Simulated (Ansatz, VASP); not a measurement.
# One calculation of WC, two programs

```
W C
1.0
     2.95117    0.00000    0.00000
    -1.47559    2.55579    0.00000
     0.00000    0.00000    2.87350
W C
1 1
Cartesian
  0.0000 0.0000 0.0000
  1.4756 0.8519 1.4367
```

Alike in both runs: functional r2SCAN; k mesh 13 × 13 × 12; occupations fermi-dirac, width 0.1 eV; no spin polarisation.

Ansatz relaxed the structure, and its values are those at the end. VASP's run is a single point on that final structure, the one shown.

```csv
,VASP,Ansatz
version,VASP 6.6.1,Ansatz 0.2.0
potentials or method,"VASP PAW PBE potentials, release 64 (W_sv, C), cutoff 520 eV",PAW plane waves
valence electrons in the cell,18,18
```

|  | VASP | Ansatz | Ansatz less VASP |
| --- | --- | --- | --- |
| pressure (GPa) | -13.2 | -14.6 | -1.45 |

VASP's potentials were made for PBE, not for r2SCAN. The functional is the same, so the differences come from potentials, cutoffs and numerics. Ansatz's warnings: stress scf threshold loose.

Neither program's run includes spin-orbit coupling.
